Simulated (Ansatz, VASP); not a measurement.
**Two plane-wave programs on Co**

INCAR

```
PREC     = Accurate       # precision mode
ENCUT    = 520            # plane-wave cutoff, eV
EDIFF    = 1E-6           # SCF threshold, eV
ISMEAR   = -1             # smearing method
SIGMA    = 0.1            # smearing width, eV
LREAL    = False          # projectors in reciprocal space
LASPH    = True           # aspherical terms in the spheres
NELM     = 150            # most SCF steps
ALGO     = Normal         # electronic algorithm
ISIF     = 2              # what is computed and relaxed
LWAVE    = False          # write WAVECAR
LCHARG   = False          # write CHGCAR
ISPIN    = 2              # spin polarisation
MAGMOM   = 3 -3           # initial moments
LORBIT   = 11             # projections on sites
LMAXMIX  = 4              # l up to which the mixer works
GGA      = PE             # functional
NBANDS   = 20             # bands
```

Contents of KPOINTS:

```
Automatic mesh
0
Gamma
  13 13 7
```

File POSCAR:

```
Co
1.0
    2.5270016500      0.0000000000      0.0000000000
   -1.2635008200      2.1884476200      0.0000000000
    0.0000000000      0.0000000000      4.1190000000
Co
2
Direct
    0.3333333300      0.6666666700      0.2500000000
    0.6666666700      0.3333333300      0.7500000000
```

Input for Ansatz:

```yaml
crystal:
  lattice:
    - [2.52700165, 0.0, 0.0]
    - [-1.26350082, 2.18844762, 0.0]
    - [0.0, 0.0, 4.119]
  atoms:
    - { symbol: Co, position: [0.33333333, 0.66666667, 0.25], spin: 3.0 }
    - { symbol: Co, position: [0.66666667, 0.33333333, 0.75], spin: -3.0 }
magnetization:
  spin_polarized: true
hamiltonian:
  xc: pbe
  pseudopotentials: { kind: paw }
basis:
  ecutwfc: 420
kpoints:
  mp_grid: { grid: [13, 13, 7] }
scf:
  occupations: { method: fermi_dirac, width: 0.1 }
output:
  forces: true
  stress: true
```

Alike in both runs: task single point; functional PBE; k mesh 13 × 13 × 7; occupations fermi-dirac, width 0.1 eV; collinear spin.

|  | VASP | Ansatz |
| --- | --- | --- |
| version | VASP 6.6.1 | Ansatz 0.2.0 |
| potentials or method | VASP PAW PBE potentials, release 64 (Co), cutoff 520 eV | PAW, plane waves, scalar-relativistic |
| valence electrons in the cell | 18 | 34 |

|  | VASP | Ansatz | Ansatz less VASP |
| --- | --- | --- | --- |
| pressure (GPa) | -13.4 | -9.0 | +4.35 |
| traceless stress, the component that is largest in VASP (GPa) | 1.41 | -0.72 | -2.130 |
| net moment per atom (μB) | 0.00 | 1.64 | +1.637 |
| size of the moment on the site where the two differ most (μB) | 1.11 | 1.72 | +0.611 |

The net moments are unlike, so the other rows may belong to different states. Site moments also hang on the region over which each program counts them. VASP's potentials hold 18 valence electrons a cell and Ansatz's 34, so a difference there can come from the potentials and not from the codes. Ansatz's warnings: seeded moment not kept.
